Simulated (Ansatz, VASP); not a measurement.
**Ti4C3 in VASP and in Ansatz**

```xyz
7
Lattice="2.4627 1.4218 4.2131 -2.4627 1.4218 4.2131 0.0000 -2.8436 4.2131" Properties=species:S:1:pos:R:3 pbc="T T T"
Ti    1.2278   -0.7089    8.3561
Ti    0.0000    1.4178    8.3561
Ti   -1.2278   -0.7089    8.3561
Ti    0.0000    0.0000    5.9567
C     0.7853   -0.4534   10.6087
C     0.0000    0.9068   10.6087
C    -0.7853   -0.4534   10.6087
```

Alike in both runs: functional PBE; k mesh 4 × 4 × 4; occupations gaussian, width 0.2 eV; no spin polarisation.

Ansatz relaxed the structure, and its values are those at the end. VASP's run is a single point on that final structure, the one shown.

|  | VASP | Ansatz |
| --- | --- | --- |
| version | VASP 6.6.1 | Ansatz 0.2.0 |
| potentials or method | VASP PAW PBE potentials, release 64 (Ti_sv, C), cutoff 600 eV | scalar-relativistic, plane waves, PAW |
| valence electrons in the cell | 60 | 60 |

```tsv
	VASP	Ansatz	Ansatz less VASP
gap on the k mesh at the Fermi level (eV)	none	none	-
pressure (GPa)	-0.1	-0.1	+0.04
rms of the force components (eV/Å)	0.017	0.028	+0.0112
```

A gap of «none» marks a metal or a gap that the smearing closes.

The k mesh is coarse, so the values compare programs but aren't converged.
